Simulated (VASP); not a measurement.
Input of a VASP 6.6.1 run:

Contents of INCAR:

```
SYSTEM = CoO
PREC = Accurate
ENCUT = 520
EDIFF = 1E-6
ISMEAR = 0
SIGMA = 0.1
LREAL = .False.
LASPH = .True.
NELM = 150
ALGO = Normal
ISIF = 2
LWAVE = .False.
LCHARG = .False.
ISPIN = 2
MAGMOM = 2.71 0.34
LORBIT = 11
LMAXMIX = 4
GGA = PE
NBANDS = 18
```

KPOINTS

```
regular mesh
0
Gamma
  18 18 18
  0 0 0
```

POSCAR

```
CoO
1.0
    1.5453428148      0.8922040901      2.2984950442
   -1.5453428148      0.8922040901      2.2984950442
    0.0000000000     -1.7844081803      2.2984950442
Co O
1 1
Direct
    0.0000000000      0.0000000000      0.0000000000
    0.5000000000      0.5000000000      0.5000000000
```

Potentials or basis: VASP PAW PBE potentials, release 64 (Co, O).

Run with:

```sh
$ cat potpaw_PBE.64/Co/POTCAR potpaw_PBE.64/O/POTCAR > POTCAR
$ mpirun -np 1 vasp_std > vasp.out
```

Question: What does it give for the net moment?

Answer: 2.85 μB per cell.

Question: Predict the pressure.

Answer: -0.6 GPa.

Question: Estimate the site moments.

Answer: Co +2.51; O +0.28 μB.

Stress tensor (GPa, compression positive):
```
-0.72  0.00  0.00
 0.00 -0.72  0.00
 0.00  0.00 -0.48
```

Caveat: a cell with one magnetic atom can't hold antiferromagnetic order, which such compounds often take.
